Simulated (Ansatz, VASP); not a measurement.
# One calculation of TaN, two programs

INCAR

```
ALGO = Normal
EDIFF = 1E-7
ENCUT = 520
GGA = PE
ISIF = 2
ISMEAR = -1
LASPH = T
LCHARG = T
LELF = T
LREAL = F
LVHAR = T
LWAVE = F
NBANDS = 33
NELM = 60
PREC = Accurate
SIGMA = 0.01
```

The input KPOINTS:

```
k-points
0
Gamma
  6 6 9
```

The input POSCAR:

```
TaN
1.0
    5.1960008669     -0.0779400130     -0.0779400130
   -2.6654984646      4.5388387553     -0.0285280247
   -0.0436650000     -0.0436650000      2.9110000000
Ta N
3 3
Direct
    0.3333333333      0.6666666667      0.5000000000
    0.6666666667      0.3333333333      0.5000000000
    0.0000000000      0.0000000000      0.0000000000
    0.3928500000      0.0000000000      0.0000000000
    0.6071500000      0.6071500000      0.0000000000
    0.0000000000      0.3928500000      0.0000000000
```

Input for Ansatz:

```yaml
crystal:
  lattice:
    - [5.1960008669, -0.077940013, -0.077940013]
    - [-2.6654984646, 4.5388387553, -0.0285280247]
    - [-0.043665, -0.043665, 2.911]
  atoms:
    - { symbol: Ta, position: [0.3333333333, 0.6666666667, 0.5] }
    - { symbol: Ta, position: [0.6666666667, 0.3333333333, 0.5] }
    - { symbol: Ta, position: [0.0, 0.0, 0.0] }
    - { symbol: "N", position: [0.39285, 0.0, 0.0] }
    - { symbol: "N", position: [0.60715, 0.60715, 0.0] }
    - { symbol: "N", position: [0.0, 0.39285, 0.0] }
kpoints:
  mp_grid: { grid: [6, 6, 9] }
  band_path:
    path:
      - [0.0, 0.0, 0.0]
      - [0.0, 0.0, 0.5]
      - [-0.5, 0.5, 0.0]
      - [0.0, 0.0, 0.0]
      - [0.0, -0.5, 0.0]
      - [-0.5, 0.0, 0.5]
      - [0.0, 0.0, 0.0]
      - [-0.5, 0.0, 0.0]
      - [0.0, -0.5, 0.5]
    npoints: 5
scf:
  occupations: { method: fermi_dirac, width: 0.01 }
hamiltonian:
  xc: pbe
  pseudopotentials: { kind: all_electron, lapw: { basis_error: 0.001 } }
output:
  forces: true
  stress: true
  eigenvalues: true
```

Change from the starting cell: equal xy, yz and zx shear strains of -3 %.

Alike in both runs: task single point; functional PBE; k mesh 6 × 6 × 9; occupations fermi-dirac, width 0.01 eV; no spin polarisation.

```csv
,VASP,Ansatz
version,VASP 6.6.1,Ansatz 0.2.0
potentials or method,"VASP PAW PBE potentials, release 64 (Ta_pv, N), cutoff 520 eV","all-electron LAPW, scalar-relativistic"
```

Ansatz gave:

- pressure (GPa): 5.9
- traceless stress, the component that is largest in VASP (GPa): 6.27
- rms of the force components (eV/Å): 0.180

What did VASP give for the same quantities?

Pressure (GPa): 6.6; traceless stress, the component that is largest in VASP (GPa): 6.35; rms of the force components (eV/Å): 0.188.

Atom by atom the forces differ by 0.011 eV/Å (rms over components). Ansatz ran all-electron here, and VASP with PAW potentials.

Spin-orbit coupling is off throughout.
